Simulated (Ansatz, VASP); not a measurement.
# Si: VASP beside Ansatz

POSCAR

```
Si
1.0
    0.0000000000      1.9581061854      1.9581061854
    1.9581061854      0.0000000000      1.9581061854
    1.9581061854      1.9581061854      0.0000000000
Si
1
Direct
    0.0000000000      0.0000000000      0.0000000000
```

File INCAR.step1:

```
SYSTEM = Si
  ALGO = Normal
  EDIFF = 1E-4
  ENCUT = 600
  GGA = PE
  ISMEAR = -1
  LASPH = .TRUE.
  LCHARG = .FALSE.
  LREAL = .FALSE.
  LWAVE = .TRUE.
  NELM = 80
  PREC = Accurate
  SIGMA = 0.1
```

INCAR.step2

```
SYSTEM = Si
  ALGO = Normal
  EDIFF = 1E-7
  EDIFFG = -0.01
  ENCUT = 600
  IBRION = 2
  ISIF = 3
  ISMEAR = -1
  ISTART = 1
  LASPH = .TRUE.
  LCHARG = .FALSE.
  LMIXTAU = .TRUE.
  LREAL = .FALSE.
  LWAVE = .FALSE.
  METAGGA = R2SCAN
  NELM = 80
  NSW = 80
  PREC = Accurate
  SIGMA = 0.1
```

KPOINTS

```
k-points
0
G
  14 14 14
  0 0 0
```

Input for Ansatz:

```yaml
crystal:
  lattice:
    - [0.0, 1.9581061854, 1.9581061854]
    - [1.9581061854, 0.0, 1.9581061854]
    - [1.9581061854, 1.9581061854, 0.0]
  atoms:
    - { symbol: Si, position: [0.0, 0.0, 0.0] }
hamiltonian:
  xc: r2scan
  pseudopotentials:
    kind: paw
    azcp:
      Si: "pseudopotentials/Si.paw.azcp"
basis:
  ecutwfc: 500
  fft_grid_basis: typed
kpoints:
  mp_grid: { grid: [14, 14, 14], shift: [0, 0, 0] }
magnetization:
  spin_polarized: false
scf:
  occupations: { method: fermi_dirac, width: 0.1 }
relax:
  max_steps: 60
  f_tol: 0.01
  cell: {}
```

Alike in both runs: task relaxation of cell and atoms; functional r2SCAN; k mesh 14 × 14 × 14; occupations fermi-dirac, width 0.1 eV; no spin polarisation.

|  | VASP | Ansatz |
| --- | --- | --- |
| version | VASP 6.6.1 | Ansatz 0.2.0 |
| potentials or method | VASP PAW PBE potentials, release 64 (Si), cutoff 600 eV | plane waves (500 eV) with PAW, scalar-relativistic |
| valence electrons in the cell | 4 | 4 |

|  | VASP | Ansatz | Ansatz less VASP |
| --- | --- | --- | --- |
| relaxed volume (Å³/atom) | 13.75 | 13.73 | -0.016 |
| relaxed cell length with the largest relative difference (Å) | 2.689 | 2.688 | -0.0010 |

VASP's potentials were made for PBE, not for r2SCAN.
